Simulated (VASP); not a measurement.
Write the native input for VASP 6.6.1 that does the following.

```yaml
Task: single point
Functional: PBE
Potentials_or_basis: VASP PAW PBE potentials, release 64 (Ti_sv)
Cutoff: 520 eV
k_mesh: 14 × 14 × 8
Occupations: gaussian, width 0.1 eV
Spin: no spin polarisation
Dipole_correction: no
Further_INCAR_settings: ALGO = Fast; EDIFF = 1e-06; NBANDS = 19
```

The structure of Ti lies in POSCAR:

```
Ti
1.0
    2.8605539253     -0.0602684563     -0.0641919534
   -1.4824709768      2.5763743742      0.1342869002
   -0.1019673600      0.1874400000      4.4763952200
Ti
2
Direct
    0.3220187132      0.6624280217      0.2485383646
    0.6779812868      0.3375719783      0.7514616354
```

This cell differs from its parent crystal: strained and its atoms moved.

These files were run (other wordings do the same):

INCAR

```
SYSTEM = Ti
ALGO     = Fast           ! electronic algorithm
EDIFF    = 1E-6           ! SCF threshold, eV
ENCUT    = 520            ! plane-wave cutoff, eV
GGA      = PE             ! functional
ISIF     = 2              ! what is computed and relaxed
ISMEAR   = 0              ! smearing method
LASPH    = .TRUE.         ! aspherical terms in the spheres
LCHARG   = .TRUE.         ! write CHGCAR
LELF     = .TRUE.         ! ELF
LREAL    = .FALSE.        ! projectors in reciprocal space
LVHAR    = .TRUE.       
LWAVE    = .FALSE.        ! write WAVECAR
NBANDS   = 19             ! bands
NELM     = 100            ! most SCF steps
PREC     = Accurate       ! precision mode
SIGMA    = 0.1            ! smearing width, eV
```

KPOINTS

```
k-points
0
G
  14 14 8
  0 0 0
```

Potentials or basis: VASP PAW PBE potentials, release 64 (Ti_sv).

The run is started by

```console
$ cat potpaw_PBE.64/Ti_sv/POTCAR > POTCAR
$ mpirun -np 1 vasp_std > vasp.out
```

It gave:

```json
{
 "Pressure": "7.9 GPa",
 "Largest force": "0.240 eV/Å",
 "Band gap on the k mesh": "zero (bands 12 and 13 overlap by 1.37 eV)"
}
```

Caveat: the cell differs from its parent crystal (strained and its atoms moved); the cell stands under pressure.

Wall time 13 min on 1 thread of Intel(R) Xeon(R) Platinum 8488C (Sapphire Rapids) (shared host), peak memory 0.48 GiB.
